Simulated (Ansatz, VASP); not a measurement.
**Hf in VASP and in Ansatz**

INCAR

```
ALGO     = Normal         # electronic algorithm
EDIFF    = 1E-6           # SCF threshold, eV
ENCUT    = 520            # plane-wave cutoff, eV
GGA      = RE             # functional
ISIF     = 2              # what is computed and relaxed
ISMEAR   = -1             # smearing method
LASPH    = True           # aspherical terms in the spheres
LCHARG   = True           # write CHGCAR
LELF     = True           # ELF
LREAL    = False          # projectors in reciprocal space
LVHAR    = True         
LWAVE    = False          # write WAVECAR
NBANDS   = 11             # bands
NELM     = 100            # most SCF steps
PREC     = Accurate       # precision mode
SIGMA    = 0.1            # smearing width, eV
```

The input KPOINTS:

```
k-points
0
Gamma
  12 12 12
```

POSCAR

```
Hf
1.0
    2.9403448226      0.0000000000      0.0000000000
    0.0000000000      2.9403448226      0.0000000000
    0.0000000000      0.0000000000      2.9403448226
Hf
1
Direct
    0.0000000000      0.0000000000      0.0000000000
```

Input for Ansatz:

```yaml
crystal:
  lattice:
    - [2.9403448226, 0.0, 0.0]
    - [0.0, 2.9403448226, 0.0]
    - [0.0, 0.0, 2.9403448226]
  atoms:
    - { symbol: Hf, position: [0.0, 0.0, 0.0] }
hamiltonian:
  xc: revpbe
  pseudopotentials:
    kind: paw
    azcp:
      Hf: "pseudopotentials/Hf.paw.azcp"
basis:
  ecutwfc: 420
  fft_grid_basis: typed
kpoints:
  mp_grid: { grid: [12, 12, 12], shift: [0, 0, 0] }
magnetization:
  spin_polarized: false
scf:
  occupations: { method: fermi_dirac, width: 0.1 }
  lower_state_search: "off"
output:
  stress: true
  write_density: true
  write_potential: true
  elf: true
  volumetric_format: npy
```

Alike in both runs: task single point; functional revPBE; k mesh 12 × 12 × 12; occupations fermi-dirac, width 0.1 eV; no spin polarisation.

|  | VASP | Ansatz |
| --- | --- | --- |
| version | VASP 6.6.1 | Ansatz 0.2.0 |
| potentials or method | VASP PAW PBE potentials, release 64 (Hf_pv), cutoff 520 eV | plane waves (420 eV) with PAW, scalar-relativistic |
| valence electrons in the cell | 10 | 26 |

Ansatz gave:

* pressure (GPa): 0.1

Problem. Estimate VASP's values.

Solution. Pressure (GPa): -0.2.

VASP's potentials were made for PBE, not for revPBE. The functional is the same, so the differences come from potentials, cutoffs and numerics. VASP's potentials hold 10 valence electrons a cell and Ansatz's 26, so a difference there can come from the potentials and not from the codes.

Spin-orbit coupling is off throughout.
